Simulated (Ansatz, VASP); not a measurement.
## TaN in VASP and in Ansatz

```
Ta N
1.0
     0.28106    2.39325    2.39325
     2.39325    0.28106    2.39325
     2.39325    2.39325    0.28106
Ta N
1 1
Direct
  0.50000 0.50000 0.50000
  0.00000 0.00000 0.00000
```

Alike in both runs: task single point; functional PBEsol; k mesh 20 × 20 × 20; occupations gaussian, width 0.15 eV; no spin polarisation.

|  | VASP | Ansatz |
| --- | --- | --- |
| version | VASP 6.6.1 | Ansatz 0.2.0 |
| potentials or method | VASP PAW PBE potentials, release 64 (Ta_pv, N), cutoff 520 eV | scalar-relativistic, plane waves, PAW |
| valence electrons in the cell | 16 | 18 |

|  | VASP | Ansatz | Ansatz less VASP |
| --- | --- | --- | --- |
| gap on the k mesh at the Fermi level (eV) | none | none | - |
| pressure (GPa) | -20.7 | -21.6 | -0.84 |
| traceless stress, the component that is largest in VASP (GPa) | -5.56 | -5.66 | -0.101 |

VASP's potentials were made for PBE, not for PBEsol, and Ansatz warns of the same on its side. A gap of «none» marks a metal or a gap that the smearing closes. VASP's potentials hold 16 valence electrons a cell and Ansatz's 18, so a difference there can come from the potentials and not from the codes.

Spin-orbit coupling is off throughout.
